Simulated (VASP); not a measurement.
## TiH3Br: relaxation of cell and atoms with PBE

Crystal: TiH3Br.

```
CELL_PARAMETERS angstrom
3.32880 0.00000 0.00000
0.00000 3.32880 0.00000
0.00000 0.00000 5.56501
ATOMIC_POSITIONS crystal
Ti 0.50000 0.50000 0.71691
H 0.00000 0.50000 0.54420
H 0.50000 0.00000 0.54420
H 0.50000 0.50000 0.01739
Br 0.00000 0.00000 0.94990
```

The cell was generated, and may not be a known phase.

| Item | Value |
| --- | --- |
| Program | VASP 6.6.1 |
| Task | relaxation of cell and atoms |
| Functional | PBE |
| Potentials or basis | VASP PAW PBE potentials, release 64 (Ti_sv, H, Br) |
| Cutoff | 600 eV |
| k mesh | 6 × 6 × 4 |
| Occupations | gaussian, width 0.1 eV |
| Spin | no spin polarisation |
| Dipole correction | no |
| Further INCAR settings | ALGO = Normal; EDIFF = 1e-06; IBRION = 2; EDIFFG = -0.04; NSW = 90; ISIF = 3 |

| Item | Value |
| --- | --- |
| Pressure after relaxing | 0.1 GPa |
| Largest force after relaxing | 0.037 eV/Å |
| Band gap on the k mesh | 1.58 eV (least direct gap 1.67 eV) |

Forces on the atoms (eV/Å):
```
Ti   0.000  0.000 -0.036
H    0.000  0.000  0.007
H    0.000  0.000  0.007
H    0.000  0.000  0.037
Br   0.000  0.000 -0.014
```

Stress tensor (GPa, compression positive):
```
0.10 0.00 0.00
0.00 0.10 0.00
0.00 0.00 0.21
```

Final structure:
```
CELL_PARAMETERS angstrom
3.32880 0.00000 0.00000
0.00000 3.32880 0.00000
0.00000 0.00000 5.56501
ATOMIC_POSITIONS crystal
Ti 0.50000 0.50000 0.71691
H 0.00000 0.50000 0.54420
H 0.50000 0.00000 0.54420
H 0.50000 0.50000 0.01739
Br 0.00000 0.00000 0.94990
```

Levels at points of the mesh, in eV from the valence-band top:
| k point | band 7 | band 8 | band 9 | band 10 | band 11 | band 12 | band 13 | band 14 | band 15 |
| --- | --- | --- | --- | --- | --- | --- | --- | --- | --- |
| (0.00, 0.00, 0.00) | -3.52 | -2.55 | -2.55 | -2.20 | -1.03 | 2.01 | 2.42 | 2.42 | 3.18 |
| (0.50, 0.00, 0.00) | -3.80 | -2.73 | -2.43 | -2.29 | -0.22 | 1.68 | 2.58 | 2.85 | 3.09 |
| (0.50, 0.50, 0.00) | -5.43 | -3.43 | -2.84 | -2.10 | -2.10 | 2.44 | 2.60 | 3.45 | 4.35 |
| (0.00, 0.00, 0.50) | -2.59 | -2.56 | -2.56 | -2.19 | -0.77 | 2.01 | 2.08 | 2.45 | 2.45 |
| (0.50, 0.00, 0.50) | -4.20 | -3.03 | -2.42 | -1.74 | 0.00 | 1.67 | 2.56 | 2.79 | 3.36 |
| (0.50, 0.50, 0.50) | -5.42 | -3.54 | -2.73 | -2.13 | -2.13 | 2.60 | 2.68 | 3.13 | 4.05 |

Wall time 24 s on 1 thread of Intel(R) Xeon(R) Platinum 8488C (Sapphire Rapids) (shared host), peak memory 0.2 GiB.

Caveat: the relaxation stopped at its first step, so nothing moved. A k mesh can miss the band edges.
